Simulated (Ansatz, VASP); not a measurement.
# Ir: VASP beside Ansatz

```
Ir
1.0
     0.00000    2.09455    1.70475
     2.09455    0.00000    1.70475
     2.09455    2.09455    0.00000
Ir
1
Direct
  0.00000 0.00000 0.00000
```

Alike in both runs: task single point; functional PBE; k mesh 22 × 22 × 22; occupations gaussian, width 0.15 eV; no spin polarisation.

|  | VASP | Ansatz |
| --- | --- | --- |
| version | VASP 6.6.1 | Ansatz 0.2.0 |
| potentials or method | VASP PAW PBE potentials, release 64 (Ir), cutoff 520 eV | scalar-relativistic, plane waves, PAW |
| valence electrons in the cell | 9 | 17 |

VASP gave:

| Quantity | Value |
| --- | --- |
| gap on the k mesh at the Fermi level (eV) | none |
| pressure (GPa) | -2.9 |
| traceless stress, the component that is largest in VASP (GPa) | 29.23 |

**Question.** What did Ansatz give for the same quantities?

**Answer.** gap on the k mesh at the Fermi level (eV): none; pressure (GPa): -3.4; traceless stress, the component that is largest in VASP (GPa): 29.45.

A gap of «none» marks a metal or a gap that the smearing closes. VASP's potentials hold 9 valence electrons a cell and Ansatz's 17, so a difference there can come from the potentials and not from the codes.

Neither program's run includes spin-orbit coupling.
